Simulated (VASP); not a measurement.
Write the native input for VASP 6.6.1 that does the following.

* Task: single point
* Functional: r2SCAN
* Potentials or basis: VASP PAW PBE potentials, release 64 (Ba_sv, Ti_sv, O)
* Cutoff: 520 eV
* k mesh: 7 × 7 × 7
* Occupations: fermi-dirac, width 0.0102 eV
* Spin: no spin polarisation
* Dipole correction: no
* Further INCAR settings: ALGO = Normal; EDIFF = 1e-07; NBANDS = 28

Crystal: BaTiO3.

```
Ba Ti O
1.0
     3.99151    0.00000    0.00000
     0.01010    3.99150    0.00000
     0.01010    0.01008    3.99148
Ba Ti O
1 1 3
Cartesian
  0.0000 0.0000 0.0000
  1.9537 1.9488 1.9439
  2.0378 2.0327 0.0754
  0.0857 2.0376 2.0325
  2.0378 0.0806 2.0325
```

One way to write it, as run:

POSCAR

```
BaTiO3
1.0
    3.9915085000      0.0000000000      0.0000000000
    0.0100976400      3.9914985300      0.0000000000
    0.0100976400      0.0100777000      3.9914786000
Ba Ti O
1 1 3
Direct
    0.0000000000      0.0000000000      0.0000000000
    0.4870000000      0.4870000000      0.4870000000
    0.5092000000      0.5092000000      0.0189000000
    0.0189000000      0.5092000000      0.5092000000
    0.5092000000      0.0189000000      0.5092000000
```

INCAR.step1

```
SYSTEM = BaTiO3
PREC     = Accurate       ! precision mode
ENCUT    = 520            ! plane-wave cutoff, eV
ISMEAR   = -1             ! smearing method
SIGMA    = 0.0102         ! smearing width, eV
LREAL    = .False.        ! projectors in reciprocal space
LASPH    = .True.         ! aspherical terms in the spheres
NELM     = 80             ! most SCF steps
NBANDS   = 28             ! bands
GGA      = PE             ! functional
ALGO     = Normal         ! electronic algorithm
EDIFF    = 1E-4           ! SCF threshold, eV
LWAVE    = .True.         ! write WAVECAR
LCHARG   = .False.        ! write CHGCAR
```

INCAR.step2

```
SYSTEM = BaTiO3
PREC     = Accurate       ! precision mode
ENCUT    = 520            ! plane-wave cutoff, eV
EDIFF    = 1E-7           ! SCF threshold, eV
ISMEAR   = -1             ! smearing method
SIGMA    = 0.0102         ! smearing width, eV
LREAL    = .False.        ! projectors in reciprocal space
LASPH    = .True.         ! aspherical terms in the spheres
NELM     = 80             ! most SCF steps
ALGO     = Normal         ! electronic algorithm
ISIF     = 2              ! what is computed and relaxed
LWAVE    = .False.        ! write WAVECAR
LCHARG   = .False.        ! write CHGCAR
METAGGA  = R2SCAN         ! meta-GGA
LMIXTAU  = .True.       
NBANDS   = 28             ! bands
ISTART   = 1
```

KPOINTS

```
Automatic mesh
0
Gamma
  7 7 7
  0 0 0
```

Potentials or basis: VASP PAW PBE potentials, release 64 (Ba_sv, Ti_sv, O).

Run with:

```sh
$ cat potpaw_PBE.64/Ba_sv/POTCAR potpaw_PBE.64/Ti_sv/POTCAR potpaw_PBE.64/O/POTCAR > POTCAR
$ cp INCAR.step1 INCAR
$ mpirun -np 1 vasp_std > vasp.out
$ cp INCAR.step2 INCAR
$ mpirun -np 1 vasp_std > vasp.out
```

It gave:

```yaml
Pressure: 5.6 GPa
Largest_force: 0.239 eV/Å
Band_gap_on_the_k_mesh: 2.82 eV (least direct gap 3.14 eV)
```

Caveat: the cell stands under pressure; the PAW data sets were made with another functional, which shifts forces and pressure a little; spin-orbit coupling is left out, which moves the levels of the heavy elements.

Wall time 3.4 min on 1 thread of AMD EPYC 7R13, on a shared host, peak memory 0.19 GiB.
